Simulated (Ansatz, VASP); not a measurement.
# GaP in VASP and in Ansatz

Contents of INCAR:

```
PREC = Accurate
ENCUT = 500
EDIFF = 1E-6
ISMEAR = 0
SIGMA = 0.02
LREAL = False
LASPH = True
NELM = 120
ALGO = Normal
ISIF = 2
LWAVE = False
LCHARG = True
GGA = PE
IVDW = 12
LELF = True
LVHAR = True
NBANDS = 16
GGA_COMPAT = False
```

The input KPOINTS:

```
regular mesh
0
Gamma
  8 8 8
```

Contents of POSCAR:

```
GaP
1.0
    0.0000000000      2.7231706570      2.7231706570
    2.7231706570      0.0000000000      2.7231706570
    2.7231706570      2.7231706570      0.0000000000
Ga P
1 1
Direct
    0.0000000000      0.0000000000      0.0000000000
    0.2500000000      0.2500000000      0.2500000000
```

Input for Ansatz:

```yaml
crystal:
  lattice:
    - [0.0, 2.723170657, 2.723170657]
    - [2.723170657, 0.0, 2.723170657]
    - [2.723170657, 2.723170657, 0.0]
  atoms:
    - { symbol: Ga, position: [0.0, 0.0, 0.0] }
    - { symbol: P, position: [0.25, 0.25, 0.25] }
basis:
  ecutwfc: 420
kpoints:
  mp_grid: { grid: [8, 8, 8] }
  band_path:
    path:
      - [[0.0, 0.0, 0.0], [-0.5, -0.5, 0.0], [-0.375, -0.375, 0.25]]
      - [[-0.375, 0.0, 0.375], [0.0, 0.0, 0.0], [0.0, 0.0, 0.5], [-0.5, -0.25, 0.25], [-0.5, -0.5, 0.0]]
    npoints: 10
hamiltonian:
  xc: pbe
  dispersion: d3bj
  pseudopotentials: { kind: paw, azcp: { folder: soft_1 } }
scf:
  occupations: { method: gaussian, width: 0.02 }
  n_extra_bands: 7
output:
  forces: true
  stress: true
  eigenvalues: true
```

Alike in both runs: task single point; functional PBE; dispersion D3(BJ); k mesh 8 × 8 × 8; occupations gaussian, width 0.02 eV; no spin polarisation.

|  | VASP | Ansatz |
| --- | --- | --- |
| version | VASP 6.6.1 | Ansatz 0.2.0 |
| potentials or method | VASP PAW PBE potentials, release 64 (Ga_d, P), cutoff 500 eV | scalar-relativistic, plane waves, PAW |
| valence electrons in the cell | 18 | 18 |

```tsv
	VASP	Ansatz	Ansatz less VASP
gap on the k mesh at the Fermi level (eV)	1.64	1.64	+0.001
least direct gap on the mesh (eV)	1.85	1.85	+0.003
pressure (GPa)	-0.1	0.0	+0.11
```
